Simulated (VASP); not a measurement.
Input of a VASP 6.6.1 run:

Contents of INCAR:

```
PREC = Accurate ; ENCUT = 520
EDIFF = 1E-6 ; ISMEAR = 0
SIGMA = 0.1 ; LREAL = False
LASPH = True ; NELM = 100
ALGO = Normal ; ISIF = 2
LWAVE = False ; LCHARG = False
LDIPOL = True ; IDIPOL = 3
DIPOL = 0.5 0.5 0.500 ; GGA = PE
IVDW = 12 ; NBANDS = 26
```

File KPOINTS:

```
Automatic mesh
0
Gamma
  12 12 1
```

POSCAR

```
C
1.0
    2.4655379958      0.0000000000      0.0000000000
   -1.2327689979      2.1341461202      0.0000000000
    0.0000000000      0.0000000000     27.1985170553
C
8
Direct
    0.0833101793      0.1666203587      0.3125170384
    0.4166898206      0.8333796413      0.3125170384
    0.5833101794      0.1666203587      0.4375066911
    0.9166898206      0.8333796413      0.4375066911
    0.0833101793      0.1666203587      0.5624933089
    0.4166898206      0.8333796413      0.5624933089
    0.5833101794      0.1666203587      0.6874829616
    0.9166898206      0.8333796413      0.6874829616
```

Potentials or basis: VASP PAW PBE potentials, release 64 (C).

Run with:

```sh
$ cat potpaw_PBE.64/C/POTCAR > POTCAR
$ mpirun -np 1 vasp_std > vasp.out
```

Task: Predict the dispersion energy per atom.

Result: -0.136 eV.

Forces on the atoms (eV/Å):
```
C    0.000  0.001  0.001
C    0.000 -0.001  0.001
C    0.000  0.001 -0.002
C    0.000 -0.001 -0.002
C    0.000  0.001  0.002
C    0.000 -0.001  0.002
C    0.000  0.001 -0.001
C    0.000 -0.001 -0.001
```
